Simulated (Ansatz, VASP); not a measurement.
# Two plane-wave programs on Au

```
CELL_PARAMETERS angstrom
2.04550 -2.04550 0.00000
2.04550 0.00000 -2.04550
10.22750 7.15925 7.15925
ATOMIC_POSITIONS crystal
Au 0.62501 0.62501 0.08332
Au 0.54168 0.54168 0.91665
Au 0.20834 0.20834 0.24998
Au 0.37501 0.37501 0.58332
Au 0.79167 0.79167 0.41665
Au 0.95834 0.95834 0.74998
```

Alike in both runs: task single point; functional PBEsol; k mesh 18 × 18 × 4; occupations gaussian, width 0.15 eV; no spin polarisation.

|  | VASP | Ansatz |
| --- | --- | --- |
| version | VASP 6.6.1 | Ansatz 0.2.0 |
| potentials or method | VASP PAW PBE potentials, release 64 (Au), cutoff 520 eV | scalar-relativistic, plane waves, PAW |
| valence electrons in the cell | 66 | 114 |

Ansatz gave:

* gap on the k mesh at the Fermi level (eV): none
* pressure (GPa): 1.1
* traceless stress, the component that is largest in VASP (GPa): 2.74
* rms of the force components (eV/Å): 0.586

**Question.** Which values does VASP return?

**Answer.** gap on the k mesh at the Fermi level (eV): none; pressure (GPa): 0.8; traceless stress, the component that is largest in VASP (GPa): 2.73; rms of the force components (eV/Å): 0.585.

VASP's potentials were made for PBE, not for PBEsol. Atom by atom the forces differ by 0.001 eV/Å (rms over components). A gap of «none» marks a metal or a gap that the smearing closes. The functional is the same, so the differences come from potentials, cutoffs and numerics. VASP's potentials hold 66 valence electrons a cell and Ansatz's 114, so a difference there can come from the potentials and not from the codes.

Spin-orbit coupling is off throughout.
